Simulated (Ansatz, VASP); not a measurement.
Two plane-wave programs on HfO2

```
CELL_PARAMETERS angstrom
4.68159 0.00000 0.00000
0.00000 4.68159 0.00000
0.00000 0.00000 3.11756
ATOMIC_POSITIONS crystal
Hf 0.00000 0.00000 0.00000
Hf 0.50000 0.50000 0.50000
O 0.19496 0.80504 0.50000
O 0.30504 0.30504 0.00000
O 0.69496 0.69496 0.00000
O 0.80504 0.19496 0.50000
```

Alike in both runs: task single point; functional r2SCAN; k mesh 4 × 4 × 6; no spin polarisation.

```csv
,VASP,Ansatz
version,VASP 6.6.1,Ansatz 0.2.0
potentials or method,"VASP PAW PBE potentials, release 64 (Hf_pv, O), cutoff 520 eV","plane waves, PAW"
occupations,"gaussian, width 0.01 eV",fixed
valence electrons in the cell,44,76
```

|  | VASP | Ansatz | Ansatz less VASP |
| --- | --- | --- | --- |
| pressure (GPa) | 24.6 | 28.2 | +3.59 |
| traceless stress, the component that is largest in VASP (GPa) | 4.36 | 4.93 | +0.574 |

VASP's potentials were made for PBE, not for r2SCAN. VASP's potentials hold 44 valence electrons a cell and Ansatz's 76, so a difference there can come from the potentials and not from the codes.

Neither program's run includes spin-orbit coupling.
